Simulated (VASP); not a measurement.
A run of VASP 6.6.1 is set up as follows.

POSCAR

```
Ti3SiO8
1.0
    4.7386743540      0.1358187046      0.0899034159
    0.1375922617      4.6678259257     -0.0102851917
   -0.7227570652     -0.0338580670      5.0151898802
Ti Si O
3 1 8
Direct
    0.2573406675      0.4443044072      0.7125914126
    0.7158303302      0.9634562197      0.7840682877
    0.7266651956      0.5393273760      0.2828622774
    0.2464125911      0.0148722605      0.1717184081
    0.4405635890      0.7465805313      0.9494800680
    0.5951349163      0.3052786292      0.5983845409
    0.5280606723      0.2297347466      0.0877632707
    0.4448887710      0.8124329096      0.4262220645
    0.0880236177      0.2711679646      0.3684865111
    0.9540540196      0.7898000221      0.1218404245
    0.9417713445      0.7029449798      0.6137957473
    0.0612542854      0.1800999534      0.8827869870
```

Contents of INCAR.step1:

```
PREC = Accurate
ENCUT = 520
ISMEAR = 0
SIGMA = 0.01
LREAL = False
LASPH = True
NELM = 80
NBANDS = 56
GGA = PE
ALGO = Normal
EDIFF = 1E-4
LWAVE = True
LCHARG = False
KPAR = 4
```

The input INCAR.step2:

```
PREC = Accurate
ENCUT = 520
EDIFF = 1E-6
ISMEAR = 0
SIGMA = 0.01
LREAL = False
LASPH = True
NELM = 80
ALGO = Normal
ISIF = 2
LWAVE = False
LCHARG = False
METAGGA = R2SCAN
LMIXTAU = True
NBANDS = 56
ISTART = 1
KPAR = 4
```

The input KPOINTS:

```
regular mesh
0
Gamma
  6 6 6
```

Potentials or basis: VASP PAW PBE potentials, release 64 (Ti_sv, Si, O).

The run is started by

```bash
$ cat potpaw_PBE.64/Ti_sv/POTCAR potpaw_PBE.64/Si/POTCAR potpaw_PBE.64/O/POTCAR > POTCAR
$ cp INCAR.step1 INCAR
$ mpirun -np 4 vasp_std > vasp.out
$ cp INCAR.step2 INCAR
$ mpirun -np 4 vasp_std > vasp.out
```

Q: Predict the band gap on the k mesh.

A: 2.80 eV (least direct gap 2.83 eV).

Q: What does it give for the pressure?

A: 1.3 GPa.

Q: What does it give for the largest force?

A: 0.129 eV/Å.

Forces on the atoms (eV/Å):
```
Ti   0.002  0.082 -0.015
Ti  -0.034  0.024  0.051
Ti  -0.001 -0.076  0.035
Si  -0.005 -0.020  0.010
O   -0.051 -0.007  0.039
O    0.090  0.037 -0.085
O   -0.019 -0.042 -0.033
O   -0.047  0.021  0.030
O   -0.001 -0.013 -0.014
O    0.063  0.043 -0.026
O    0.029 -0.010 -0.037
O   -0.026 -0.039  0.045
```

Caveat: the PAW data sets were made with another functional, which shifts forces and pressure a little. A k mesh can miss the band edges.
